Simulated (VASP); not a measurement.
# AlN (P1) in VASP: further runs, part 2 of 2

VASP 6.6.1.

### 3 Single point, PBE

This run uses another cell than the first one, of 10.69 Å³/atom, 1.026 times its volume.

Contents of INCAR:

```
SYSTEM = AlN
  PREC = Accurate
  ENCUT = 520
  EDIFF = 1E-6
  ISMEAR = 0
  SIGMA = 0.01
  LREAL = .FALSE.
  LASPH = .TRUE.
  NELM = 100
  ALGO = Normal
  ISIF = 2
  LWAVE = .FALSE.
  LCHARG = .FALSE.
  GGA = PE
  NBANDS = 11
```

Contents of KPOINTS:

```
Automatic mesh
0
G
  6 6 6
  0 0 0
```

Contents of POSCAR:

```
AlN
1.0
    0.0001003780      2.1843265944      2.1844781780
    2.1861895939     -0.0285318733      2.2131104294
    2.1843632433      2.2111324952     -0.0267055227
Al N
1 1
Direct
   -0.0461645356      0.0221608599      0.0341862780
    0.7917073206      0.6954740045      0.7067929642
```

Potentials or basis: VASP PAW PBE potentials, release 64 (Al, N).

Started as:

```console
$ cat potpaw_PBE.64/Al/POTCAR potpaw_PBE.64/N/POTCAR > POTCAR
$ mpirun -np 1 vasp_std > vasp.out
```

Run time: 13 s. Hardware: 1 thread of Intel Xeon Platinum 8488C (Sapphire Rapids), shared host; peak memory 0.14 GiB.

It converged, with:

| Property | Result |
| --- | --- |
| Free energy | -14.1915 eV |
| Pressure | 8.4 GPa |
| Largest force | 3.723 eV/Å |
| Band gap on the k mesh | 2.37 eV, indirect (least direct gap 2.90 eV) |

Forces on the atoms (eV/Å):
```
Al  -3.722 -0.032  0.063
N    3.722  0.032 -0.063
```

Stress tensor (GPa, compression positive):
```
 -3.18   0.49  -0.22
  0.49  14.19 -16.45
 -0.22 -16.45  14.15
```

Levels at points of the mesh, in eV from the valence-band top:
```
           k point  band 1  band 2  band 3  band 4  band 5  band 6  band 7  band 8
(0.00, 0.00, 0.00)  -15.65   -1.76   -0.67    0.00    2.90   11.26   11.62   11.75
(0.50, 0.00, 0.00)  -13.70   -6.21   -2.21   -0.95    6.12    8.69   10.00   10.10
(0.00, 0.50, 0.00)  -13.68   -6.86   -1.32   -0.61    5.99    8.29   10.01   11.09
(0.50, 0.50, 0.00)  -13.09   -5.74   -2.45   -2.32    2.37    7.08   12.10   14.96
(0.00, 0.00, 0.50)  -13.68   -6.85   -1.32   -0.62    5.97    8.29   10.00   11.07
(0.50, 0.00, 0.50)  -13.09   -5.74   -2.46   -2.31    2.37    7.08   12.10   14.96
(0.00, 0.50, 0.50)  -13.06   -5.52   -3.41   -1.96    2.47    7.61   12.39   14.37
(0.50, 0.50, 0.50)  -13.69   -6.28   -2.21   -0.81    6.02    8.64   10.07   10.17
```

Caveat: forces of over 1 eV/Å act on the atoms, so gaps and moduli don't describe the material at rest.

### 4 Single point, PBE

This run uses another cell than the first one, of 11.05 Å³/atom, 1.061 times its volume.

Contents of INCAR:

```
ALGO = Normal
EDIFF = 1E-7
ENCUT = 520
GGA = PE
ISIF = 2
ISMEAR = 0
LASPH = True
LCHARG = True
LELF = True
LREAL = False
LVHAR = True
LWAVE = False
NBANDS = 11
NELM = 60
PREC = Accurate
SIGMA = 0.01
```

Contents of KPOINTS:

```
k-points
0
Gamma
  6 6 6
```

Contents of POSCAR:

```
AlN
1.0
    0.0004344063      2.1829047684      2.1831602943
    2.1854876481     -0.0689415337      2.2525374135
    2.1825543039      2.2493865830     -0.0660488567
Al N
1 1
Direct
   -0.0258649573      0.0005581336      0.0147305690
    0.7714077381      0.7170767426      0.7262486756
```

Started as:

```console
$ cat potpaw_PBE.64/Al/POTCAR potpaw_PBE.64/N/POTCAR > POTCAR
$ mpirun -np 1 vasp_std > vasp.out
```

It took 7.2 s on 1 thread of Intel Xeon 6975P-C (Granite Rapids), shared host; peak memory 0.15 GiB.

Results (log left out):

```yaml
Free_energy: -14.6846 eV
Pressure: -6.7 GPa
Largest_force: 1.456 eV/Å
Band_gap_on_the_k_mesh: 2.51 eV, indirect (least direct gap 3.00 eV)
```

Forces in eV/Å, atoms in the order of the input:
```
Al  -1.423  0.076  0.301
N    1.423 -0.076 -0.301
```

Stress tensor (GPa, compression positive):
```
-6.69  1.34  0.11
 1.34 -6.63  4.48
 0.11  4.48 -6.74
```

Levels at points of the mesh, in eV from the valence-band top:
| k point | band 2 | band 3 | band 4 | band 5 | band 6 | band 7 |
| --- | --- | --- | --- | --- | --- | --- |
| (0.00, 0.00, 0.00) | -1.07 | -0.45 | 0.00 | 3.00 | 10.80 | 11.51 |
| (0.50, 0.00, 0.00) | -5.90 | -1.60 | -0.89 | 6.00 | 8.79 | 9.49 |
| (0.00, 0.50, 0.00) | -6.37 | -0.93 | -0.58 | 6.43 | 8.63 | 10.41 |
| (0.50, 0.50, 0.00) | -5.35 | -2.19 | -2.09 | 2.71 | 7.72 | 12.19 |
| (0.00, 0.00, 0.50) | -6.38 | -0.91 | -0.59 | 6.40 | 8.61 | 10.42 |
| (0.50, 0.00, 0.50) | -5.35 | -2.18 | -2.09 | 2.70 | 7.71 | 12.19 |
| (0.00, 0.50, 0.50) | -5.08 | -3.00 | -1.76 | 2.51 | 7.53 | 12.84 |
| (0.50, 0.50, 0.50) | -5.97 | -1.60 | -0.74 | 5.94 | 8.72 | 9.59 |

Caveat: forces of over 1 eV/Å act on the atoms, so gaps and moduli don't describe the material at rest. A k mesh can miss the band edges.

### 5 Single point, PBE

This run uses another cell than the first one, of 11.21 Å³/atom, 1.076 times its volume.

Contents of INCAR:

```
PREC = Accurate
ENCUT = 520
EDIFF = 1E-6
ISMEAR = 0
SIGMA = 0.01
LREAL = F
LASPH = T
NELM = 80
ALGO = Normal
ISIF = 2
LWAVE = F
LCHARG = T
GGA = PE
LELF = T
LVHAR = T
NBANDS = 11
```

Contents of KPOINTS:

```
regular mesh
0
Gamma
  6 6 6
```

Contents of POSCAR:

```
AlN
1.0
    0.0041095617      2.1846165826      2.1847809738
    2.1755074413     -0.0873023267      2.2761902748
    2.1733088035      2.2739894554     -0.0852755102
Al N
1 1
Direct
   -0.0014805155     -0.0213778726     -0.0073396958
    0.7470232819      0.7390127662      0.7483189585
```

Started as:

```console
$ cat potpaw_PBE.64/Al/POTCAR potpaw_PBE.64/N/POTCAR > POTCAR
$ mpirun -np 1 vasp_std > vasp.out
```

Wall time 7.2 s (1 thread of Intel Xeon 6975P-C (Granite Rapids), shared host); peak memory 0.15 GiB.

The run converged. Its results:

```yaml
Free_energy: -14.7012 eV
Pressure: -6.9 GPa
Largest_force: 0.927 eV/Å
Band_gap_on_the_k_mesh: 2.98 eV, indirect (least direct gap 3.34 eV)
```

Forces on the atoms (eV/Å):
```
Al   0.864  0.194  0.274
N   -0.864 -0.194 -0.274
```

Stress tensor (GPa, compression positive):
```
-4.01  0.96  0.57
 0.96 -8.28 15.43
 0.57 15.43 -8.33
```

Levels at points of the mesh, in eV from the valence-band top:
```tsv
k point	band 1	band 2	band 3	band 4	band 5	band 6	band 7	band 8
(0.00, 0.00, 0.00)	-14.69	-0.22	-0.13	0.00	3.34	10.89	11.87	12.73
(0.50, 0.00, 0.00)	-12.71	-5.56	-0.83	-0.61	6.13	9.23	9.44	11.29
(0.00, 0.50, 0.00)	-13.00	-5.72	-0.65	-0.31	6.94	9.16	10.99	11.04
(0.50, 0.50, 0.00)	-12.33	-4.93	-1.71	-1.63	3.26	8.29	12.34	14.45
(0.00, 0.00, 0.50)	-12.99	-5.74	-0.65	-0.27	6.92	9.15	10.96	11.06
(0.50, 0.00, 0.50)	-12.33	-4.93	-1.69	-1.64	3.25	8.29	12.34	14.45
(0.00, 0.50, 0.50)	-12.20	-4.52	-2.38	-1.68	2.98	7.80	13.32	14.28
(0.50, 0.50, 0.50)	-12.72	-5.61	-0.81	-0.51	6.15	9.17	9.53	11.35
```

### 6 Single point, PBE

This run uses another cell than the first one, of 11.15 Å³/atom, 1.070 times its volume.

Contents of INCAR:

```
SYSTEM = AlN
PREC = Accurate
ENCUT = 520
EDIFF = 1E-6
ISMEAR = 0
SIGMA = 0.01
LREAL = .False.
LASPH = .True.
NELM = 80
ALGO = Normal
ISIF = 2
LWAVE = .False.
LCHARG = .True.
GGA = PE
LELF = .True.
LVHAR = .True.
NBANDS = 11
```

Contents of KPOINTS:

```
Automatic mesh
0
Gamma
  6 6 6
  0 0 0
```

Contents of POSCAR:

```
AlN
1.0
    0.0053834988      2.1895242623      2.1896503474
    2.1738268188     -0.0765008539      2.2715259085
    2.1718533128      2.2695947569     -0.0747053138
Al N
1 1
Direct
   -0.0021483840     -0.0195443193     -0.0058063961
    0.7476911409      0.7371792182      0.7467856690
```

Potentials or basis: VASP PAW PBE potentials, release 64 (Al, N).

Started as:

```console
$ cat potpaw_PBE.64/Al/POTCAR potpaw_PBE.64/N/POTCAR > POTCAR
$ mpirun -np 1 vasp_std > vasp.out
```

It took 6.8 s on 1 thread of Intel Xeon 6975P-C (Granite Rapids), shared host; peak memory 0.15 GiB.

It converged, with:

| Quantity | Value |
| --- | --- |
| Free energy | -14.7370 eV |
| Pressure | -6.8 GPa |
| Largest force | 0.684 eV/Å |
| Band gap on the k mesh | 2.99 eV, indirect (least direct gap 3.41 eV) |

Forces on the atoms (eV/Å):
```
Al   0.653  0.098  0.180
N   -0.653 -0.098 -0.180
```

Stress tensor (GPa, compression positive):
```
-3.79  0.43  0.01
 0.43 -8.26 13.44
 0.01 13.44 -8.29
```

Levels at points of the mesh, in eV from the valence-band top:
```
           k point  band 1  band 2  band 3  band 4  band 5  band 6  band 7  band 8  band 9
(0.00, 0.00, 0.00)  -14.72   -0.24   -0.10    0.00    3.41   11.03   11.88   12.67   16.44
(0.50, 0.00, 0.00)  -12.73   -5.58   -0.84   -0.58    6.22    9.26    9.57   11.24   16.97
(0.00, 0.50, 0.00)  -12.99   -5.75   -0.63   -0.33    6.95    9.21   10.97   11.03   16.84
(0.50, 0.50, 0.00)  -12.33   -4.94   -1.72   -1.64    3.25    8.32   12.46   14.48   15.44
(0.00, 0.00, 0.50)  -12.98   -5.76   -0.63   -0.30    6.93    9.20   10.98   11.00   16.83
(0.50, 0.00, 0.50)  -12.33   -4.94   -1.71   -1.66    3.25    8.32   12.46   14.48   15.44
(0.00, 0.50, 0.50)  -12.20   -4.54   -2.36   -1.69    2.99    7.80   13.40   14.37   14.84
(0.50, 0.50, 0.50)  -12.75   -5.63   -0.83   -0.50    6.24    9.22    9.64   11.32   16.99
```

A k mesh can miss the band edges. As with any semilocal functional, this PBE gap is likely too small.

### 7 Summary

| cell | gap on the mesh (eV) | pressure (GPa) | largest force (eV/Å) |
| --- | --- | --- | --- |
| a = 3.089 Å, angles 60.0°, 2 atoms | 2.32 | 26.7 | 5.24 |
| a = 3.089, b = 3.111, c = 3.108 Å, angles 61.2, 60.2, 60.2°, 2 atoms | 2.37 | 8.4 | 3.72 |
| a = 3.087, b = 3.139, c = 3.135 Å, angles 63.0, 60.5, 60.5°, 2 atoms | 2.51 | -6.7 | 1.46 |
| a = 3.090, b = 3.150, c = 3.147 Å, angles 64.1, 60.5, 60.5°, 2 atoms | 2.98 | -6.9 | 0.93 |
| a = 3.097, b = 3.145, c = 3.142 Å, angles 63.7, 60.3, 60.3°, 2 atoms | 2.99 | -6.8 | 0.68 |

Alike in all rows: task single point; level PBE; potentials or basis VASP PAW PBE potentials, release 64 (Al, N); no spin polarisation; k mesh 6 × 6 × 6; cutoff (eV) 520; smearing gaussian 0.01 eV.

Caveats: forces of over 1 eV/Å act on the atoms, so gaps and moduli don't describe the material at rest (some runs).

Absolute energies hang on the potentials; compare differences alone.
